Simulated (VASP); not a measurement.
Write the native input for VASP 6.6.1 that does the following.

```yaml
Task: single point
Functional: PBE
Potentials_or_basis: VASP PAW PBE potentials, release 64 (Ta_pv, C)
Cutoff: 600 eV
k_mesh: 11 × 11 × 11
Occupations: fermi-dirac, width 0.1 eV
Spin: no spin polarisation
Dipole_correction: no
Further_INCAR_settings: ALGO = Normal; EDIFF = 1e-06; NBANDS = 14
```

The structure of TaC lies in POSCAR:

```
TaC
1.0
    0.0000000000      2.2665993042      2.2665993042
    2.2665993042      0.0000000000      2.2665993042
    2.2665993042      2.2665993042      0.0000000000
Ta C
1 1
Direct
    0.0000000000      0.0000000000      0.0000000000
    0.5000000000      0.5000000000      0.5000000000
```

These files were run (other wordings do the same):

INCAR

```
  PREC = Accurate
  ENCUT = 600
  EDIFF = 1E-6
  ISMEAR = -1
  SIGMA = 0.1
  LREAL = F
  LASPH = T
  NELM = 120
  ALGO = Normal
  ISIF = 2
  LWAVE = F
  LCHARG = F
  GGA = PE
  NBANDS = 14
  GGA_COMPAT = F
```

KPOINTS

```
regular mesh
0
Gamma
  11 11 11
```

Potentials or basis: VASP PAW PBE potentials, release 64 (Ta_pv, C).

The run is started by

```sh
$ cat potpaw_PBE.64/Ta_pv/POTCAR potpaw_PBE.64/C/POTCAR > POTCAR
$ mpirun -np 1 vasp_std > vasp.out
```

It gave:

```yaml
Pressure: -10.9 GPa
Band_gap_on_the_k_mesh: zero (an odd number of electrons rules out a gap without spin polarisation)
```

Caveat: the cell stands under tension; spin-orbit coupling is left out, which moves the levels of the heavy elements.

It took 18 s on 1 thread of Intel(R) Xeon(R) Platinum 8488C (Sapphire Rapids) (shared host), peak memory 0.17 GiB.
